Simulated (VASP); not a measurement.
Wanted: the native input for a VASP 6.6.1 run.

| Quantity | Value |
| --- | --- |
| Task | single point |
| Functional | PBE |
| Potentials or basis | VASP PAW PBE potentials, release 64 (Fe, O) |
| Cutoff | 520 eV |
| k mesh | 18 × 18 × 18 |
| Occupations | gaussian, width 0.1 eV |
| Spin | collinear spin, ferromagnetic start |
| Starting moments | [3.79, 0.35] μB |
| Dipole correction | no |
| Further INCAR settings | ALGO = Normal; EDIFF = 1e-07; NBANDS = 18 |

The structure of FeO lies in POSCAR:

```
FeO
1.0
    1.4921402248      0.8614875604      2.4372143103
   -1.4921402248      0.8614875604      2.4372143103
    0.0000000000     -1.7229751209      2.4372143103
Fe O
1 1
Direct
    0.0000000000      0.0000000000      0.0000000000
    0.5000000000      0.5000000000      0.5000000000
```

These files were run (other wordings do the same):

INCAR

```
  ALGO = Normal
  EDIFF = 1E-7
  ENCUT = 520
  GGA = PE
  ISIF = 2
  ISMEAR = 0
  ISPIN = 2
  LASPH = True
  LCHARG = True
  LELF = True
  LMAXMIX = 4
  LORBIT = 11
  LREAL = False
  LVHAR = True
  LWAVE = False
  MAGMOM = 3.79 0.35
  NBANDS = 18
  NELM = 150
  PREC = Accurate
  SIGMA = 0.1
```

KPOINTS

```
k-points
0
Gamma
  18 18 18
```

Potentials or basis: VASP PAW PBE potentials, release 64 (Fe, O).

Run with:

```sh
$ cat potpaw_PBE.64/Fe/POTCAR potpaw_PBE.64/O/POTCAR > POTCAR
$ mpirun -np 1 vasp_std > vasp.out
```

Results of the run:

| Quantity | Value |
| --- | --- |
| Pressure | 13.5 GPa |
| Band gap on the k mesh | zero (filled and empty bands overlap) |
| Net moment | 4.00 μB per cell |
| Site moments | Fe +3.61; O +0.32 μB |
| Valence electrons inside the program's atomic spheres | Fe 6.84; O 5.03 |

Caveat: the cell stands under pressure; a cell with one magnetic atom can't hold antiferromagnetic order, which such compounds often take; semilocal functionals often make such compounds metallic where correlation or magnetic order opens a gap, which also shifts bond lengths.

Run time: 2.6 min on 1 thread of Intel(R) Xeon(R) 6975P-C (Granite Rapids) (shared host), peak memory 0.4 GiB.
